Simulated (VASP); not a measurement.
# BaSrInSbO6 (F-43m) in VASP: notebook

Runs on BaSrInSbO6. Level: LDA. Tasks: single point.

Program: VASP 6.6.1. These are calculated values, not measurements. Logs are shortened: lines on timing, memory, paths and dates and some standing lists are left out, and cuts for length are marked.

**1. The cell of the first run**

Symmetry: F-43m, No. 216, cubic system. The conventional cell has a = 8.323 Å, b = 8.323 Å, c = 8.323 Å, α = 90.00°, β = 90.00°, γ = 90.00°. Within 3.9 Å of Ba (site symmetry -43m) lie 12 O at 2.94 Å and 4 In at 3.60 Å and 4 Sb at 3.60 Å. Sr (site symmetry -43m) has 12 O at 2.94 Å and 4 Sb at 3.60 Å and 4 In at 3.60 Å within 3.9 Å. Within 2.9 Å of In (site symmetry -43m) lie 6 O at 2.16 Å. Within 2.7 Å of Sb (site symmetry -43m) lie 6 O at 2.00 Å. Within 2.7 Å of O (site symmetry 2mm) lie 1 Sb at 2.00 Å and 1 In at 2.16 Å.

**2. Single point, LDA**

INCAR reads:

```
SYSTEM = BaSrInSbO6
PREC = Accurate
ENCUT = 520
EDIFF = 1E-7
ISMEAR = 0
SIGMA = 0.01
LREAL = .FALSE.
LASPH = .TRUE.
NELM = 80
ALGO = Normal
ISIF = 2
LWAVE = .FALSE.
LCHARG = .FALSE.
NBANDS = 48
```

KPOINTS reads:

```
regular mesh
0
G
  4 4 4
  0 0 0
```

POSCAR reads:

```
BaSrInSbO6
1.0
    0.0000000000      4.1617220000      4.1617220000
    4.1617220000      0.0000000000      4.1617220000
    4.1617220000      4.1617220000      0.0000000000
Ba Sr In Sb O
1 1 1 1 6
Direct
    0.2500000000      0.2500000000      0.2500000000
    0.7500000000      0.7500000000      0.7500000000
    0.0000000000      0.0000000000      0.0000000000
    0.5000000000      0.5000000000      0.5000000000
    0.7405580000      0.2594420000      0.2594420000
    0.2594420000      0.7405580000      0.7405580000
    0.7405580000      0.7405580000      0.2594420000
    0.2594420000      0.2594420000      0.7405580000
    0.2594420000      0.7405580000      0.2594420000
    0.7405580000      0.2594420000      0.7405580000
```

Potentials or basis: VASP PAW LDA potentials, release 64 (Ba_sv, Sr_sv, In_d, Sb, O).

On the command line:

```sh
$ cat potpaw_LDA.64/Ba_sv/POTCAR potpaw_LDA.64/Sr_sv/POTCAR potpaw_LDA.64/In_d/POTCAR potpaw_LDA.64/Sb/POTCAR potpaw_LDA.64/O/POTCAR > POTCAR
$ mpirun -np 1 vasp_std > vasp.out
```

OUTCAR:

```text
SYSTEM = BaSrInSbO6
   PREC = Accurate
   ENCUT = 520
   EDIFF = 1E-7
   ISMEAR = 0
   LREAL = .FALSE.
   LASPH = .TRUE.
   NELM = 80
   ISIF = 2

 ion  position               nearest neighbor table
   1  0.250  0.250  0.250-   5 2.94   8 2.94   9 2.94   6 2.94   8 2.94  10 2.94   6 2.94   7 2.94
                             9 2.94   5 2.94   7 2.94  10 2.94   3 3.60   3 3.60   4 3.60   3 3.60
   2  0.750  0.750  0.750-   6 2.94   8 2.94   9 2.94   5 2.94   8 2.94  10 2.94   5 2.94   7 2.94
                             9 2.94   6 2.94   7 2.94  10 2.94   4 3.60   4 3.60   4 3.60   3 3.60
   3  0.000  0.000  0.000-   5 2.16   6 2.16   7 2.16   8 2.16   9 2.16  10 2.16   2 3.60   2 3.60
                             2 3.60   1 3.60   1 3.60   1 3.60   2 3.60   1 3.60
   4  0.500  0.500  0.500-   5 2.00   6 2.00   7 2.00   8 2.00   9 2.00  10 2.00   1 3.60   1 3.60
                             1 3.60   2 3.60   2 3.60   2 3.60   2 3.60   1 3.60
   5  0.741  0.259  0.259-   4 2.00   3 2.16   1 2.94   1 2.94   2 2.94   2 2.94
   6  0.259  0.741  0.741-   4 2.00   3 2.16   2 2.94   1 2.94   1 2.94   2 2.94
   7  0.741  0.741  0.259-   4 2.00   3 2.16   2 2.94   1 2.94   1 2.94   2 2.94
   8  0.259  0.259  0.741-   4 2.00   3 2.16   1 2.94   1 2.94   2 2.94   2 2.94
   9  0.259  0.741  0.259-   4 2.00   3 2.16   1 2.94   1 2.94   2 2.94   2 2.94
  10  0.741  0.259  0.741-   4 2.00   3 2.16   2 2.94   1 2.94   1 2.94   2 2.94

  LATTYP: Found a face centered cubic cell.
 ALAT       =     8.3234440000

  Lattice vectors:

 A1 = (   0.0000000000,   4.1617220000,   4.1617220000)
 A2 = (   4.1617220000,   0.0000000000,   4.1617220000)
 A3 = (   4.1617220000,   4.1617220000,   0.0000000000)

Analysis of symmetry for initial positions (statically):
=====================================================================
 Subroutine PRICEL returns:
 Original cell was already a primitive cell.

 Routine SETGRP: Setting up the symmetry group for a
 face centered cubic supercell.

 Subroutine GETGRP returns: Found 24 space group operations
 (whereof 24 operations were pure point group operations)
 out of a pool of 48 trial point group operations.

The static configuration has the point symmetry T_d .

Analysis of symmetry for dynamics (positions and initial velocities):
=====================================================================
 Subroutine PRICEL returns:
 Original cell was already a primitive cell.

 Routine SETGRP: Setting up the symmetry group for a
 face centered cubic supercell.

 Subroutine GETGRP returns: Found 24 space group operations
 (whereof 24 operations were pure point group operations)
 out of a pool of 48 trial point group operations.

The dynamic configuration has the point symmetry T_d .
[... 111 lines left out ...]
   EMIN   =  10.00;   EMAX   =-10.00  energy-range for DOS
   EFERMI =   0.00;   METHOD = LEGACY
   ISMEAR =     0;   SIGMA  =   0.01  broadening in eV -4-tet -1-fermi 0-gaus
   EFERMI_NEDOS =   21; number of points for ismear=-14 and -15
   IALGO  =     38    algorithm
   IMIX   =      4    mixing-type and parameters
     AMIX     =   0.40;   BMIX     =  1.00
     AMIX_MAG =   1.60;   BMIX_MAG =  1.00
  volume/ion in A,a.u.               =      14.42        97.28
  Fermi-wavevector in a.u.,A,eV,Ry     =   1.310798  2.477048 23.377403  1.718191
  Thomas-Fermi vector in A             =   2.441303
   LORBIT       =      0    0 simple, 1 ext, 2 COOP (PROOUT), +10 PAW based schemes
   GGA     = CA    functional components
   LHFCALC =     F    Hartree Fock is set to
   AEXX    =    0.0000 exact exchange contribution
   IVDW    =     0    specifies the selected vdW correction
   LEPSILON=     F    determine dielectric tensor
   LRPA    =     F    only Hartree local field effects (RPA)
 non-spin polarized calculation
 Gauss-broadening in eV      SIGMA  =   0.01
  energy-cutoff  :      520.00
  volume of cell :      144.16
 maximum number of plane-waves:      3895
 NGX is ok and might be reduce to    48
   NGX = 21   NGY = 21   NGZ = 21

 number of electron      74.0000001 magnetization

 Free energy of the ion-electron system (eV)
  ---------------------------------------------------
  ext. energy  EPLUGINS =         0.00000000
  ---------------------------------------------------
  free energy    TOTEN  =       -68.64850363 eV

  energy without entropy =      -68.64850363  energy(sigma->0) =      -68.64850363

 E-fermi :   3.7764     XC(G=0): -11.1401

 val. band max:        3.6983669378   @ k =   0.0000   0.0000   0.0000
 cond. band min:       4.3110682981   @ k =   0.0000   0.0000   0.0000
 fundamental gap:      0.6127013603
 Fermi energy:         3.7764343583

 k-point     1 :       0.0000    0.0000    0.0000
  band No.  band energies     occupation
      1     -29.3650      2.00000
      2     -21.1292      2.00000
      3     -14.1285      2.00000
      4     -12.6075      2.00000
      5     -12.6075      2.00000
      6     -12.6075      2.00000
[... 397 lines left out ...]
     47      11.8186      0.00000
     48      11.8753      0.00000

------------------------ aborting loop because EDIFF is reached ----------------------------------------

  FORCE on cell =-STRESS in cart. coord.  units (eV):
  Direction    XX          YY          ZZ          XY          YZ          ZX
  --------------------------------------------------------------------------------------
  -------------------------------------------------------------------------------------
  Total       -7.9307416     -7.9307416     -7.9307416     -0.0000000     -0.0000000      0.0000000
  in kB      -88.1404342    -88.1404342    -88.1404342     -0.0000000     -0.0000000      0.0000000
  external PRESSURE =     -88.1404342 kB  Pullay stress =       0.0000000 kB

 VOLUME and BASIS-vectors are now :
 -----------------------------------------------------------------------------
  energy-cutoff  :      520.00
  volume of cell :      144.16
      direct lattice vectors                 reciprocal lattice vectors
     0.000000000  4.161722000  4.161722000    -0.120142576  0.120142576  0.120142576
     4.161722000  0.000000000  4.161722000     0.120142576 -0.120142576  0.120142576
     4.161722000  4.161722000  0.000000000     0.120142576  0.120142576 -0.120142576

 POSITION                                       TOTAL-FORCE (eV/Angst)
 -----------------------------------------------------------------------------------
      2.08086      2.08086      2.08086        -0.000000     -0.000000     -0.000000
      6.24258      6.24258      6.24258        -0.000000     -0.000000     -0.000000
      0.00000      0.00000      0.00000        -0.000000     -0.000000     -0.000000
      4.16172      4.16172      4.16172        -0.000000     -0.000000     -0.000000
      2.15945      4.16172      4.16172        -0.013612     -0.000000     -0.000000
      6.16399      4.16172      4.16172         0.013612     -0.000000     -0.000000
      4.16172      4.16172      6.16399        -0.000000     -0.000000      0.013612
      4.16172      4.16172      2.15945        -0.000000     -0.000000     -0.013612
      4.16172      2.15945      4.16172        -0.000000     -0.013612     -0.000000
      4.16172      6.16399      4.16172        -0.000000      0.013612     -0.000000
 -----------------------------------------------------------------------------------
    total drift:                               -0.000000     -0.000000     -0.000000

  FREE ENERGIE OF THE ION-ELECTRON SYSTEM (eV)
  ---------------------------------------------------
  free  energy   TOTEN  =       -68.6485036321 eV

  energy  without entropy=      -68.6485036321  energy(sigma->0) =      -68.64850363
```

stdout:

```text
POSCAR found type information on POSCAR BaSrInSbO
 POSCAR found :  5 types and      10 ions
 scaLAPACK will be used
 LDA part: xc-table for (Slater(with rela. corr.)+CA(PZ))
 , standard interpolation
 POSCAR, INCAR and KPOINTS ok, starting setup
 FFT: planning ... GRIDC
 FFT: planning ... GRID_SOFT
 FFT: planning ... GRID
 WAVECAR not read
 entering main loop
```

Wall time 50 s (1 thread of Intel Xeon 6975P-C (Granite Rapids), shared host); peak memory 0.29 GiB.

What came out:

```yaml
Free_energy: -68.6485 eV
Pressure: -8.8 GPa
Largest_force: 0.014 eV/Å
Band_gap_on_the_k_mesh: 0.61 eV, direct
```

Forces in eV/Å, atoms in the order of the input:
```
Ba   0.000  0.000  0.000
Sr   0.000  0.000  0.000
In   0.000  0.000  0.000
Sb   0.000  0.000  0.000
O   -0.014  0.000  0.000
O    0.014  0.000  0.000
O    0.000  0.000  0.014
O    0.000  0.000 -0.014
O    0.000 -0.014  0.000
O    0.000  0.014  0.000
```

Caveat: spin-orbit coupling is left out, which moves the levels of the heavy elements.

**3. Single point, LDA**

INCAR reads:

```
PREC = Accurate
ENCUT = 520
EDIFF = 1E-7
ISMEAR = 0
SIGMA = 0.01
LREAL = False
LASPH = True
NELM = 100
ALGO = Normal
ISIF = 2
LWAVE = False
LCHARG = True
LELF = True
LVHAR = True
NBANDS = 48
```

KPOINTS reads:

```
Automatic mesh
0
Gamma
  4 4 4
```

POSCAR is that of step 2.

Potentials or basis: VASP PAW LDA potentials, release 64 (Ba_sv, Sr_sv, In_d, Sb, O).

On the command line:

```sh
$ cat potpaw_LDA.64/Ba_sv/POTCAR potpaw_LDA.64/Sr_sv/POTCAR potpaw_LDA.64/In_d/POTCAR potpaw_LDA.64/Sb/POTCAR potpaw_LDA.64/O/POTCAR > POTCAR
$ mpirun -np 1 vasp_std > vasp.out
```

It took 53 s on 1 thread of Intel Xeon 6975P-C (Granite Rapids), shared host; peak memory 0.29 GiB.

Results (log left out):

```
Free energy            : -68.6485 eV
Pressure               : -8.8 GPa
Largest force          : 0.014 eV/Å
Band gap on the k mesh : 0.61 eV, direct
```

Forces in eV/Å, atoms in the order of the input:
```
Ba   0.000  0.000  0.000
Sr   0.000  0.000  0.000
In   0.000  0.000  0.000
Sb   0.000  0.000  0.000
O   -0.014  0.000  0.000
O    0.014  0.000  0.000
O    0.000  0.000  0.014
O    0.000  0.000 -0.014
O    0.000 -0.014  0.000
O    0.000  0.014  0.000
```

Levels at points of the mesh, in eV from the valence-band top:
| k point | band 33 | band 34 | band 35 | band 36 | band 37 | band 38 | band 39 | band 40 | band 41 | band 42 |
| --- | --- | --- | --- | --- | --- | --- | --- | --- | --- | --- |
| (0.00, 0.00, 0.00) | -0.69 | -0.69 | 0.00 | 0.00 | 0.00 | 0.61 | 4.86 | 4.86 | 5.07 | 5.07 |
| (0.50, 0.00, 0.00) | -0.69 | -0.67 | -0.48 | -0.48 | -0.41 | 3.86 | 4.22 | 6.43 | 6.43 | 6.66 |
| (0.50, 0.50, 0.00) | -1.18 | -0.88 | -0.88 | -0.79 | -0.07 | 4.46 | 6.33 | 6.48 | 6.50 | 7.29 |

Caveat: spin-orbit coupling is left out, which moves the levels of the heavy elements.
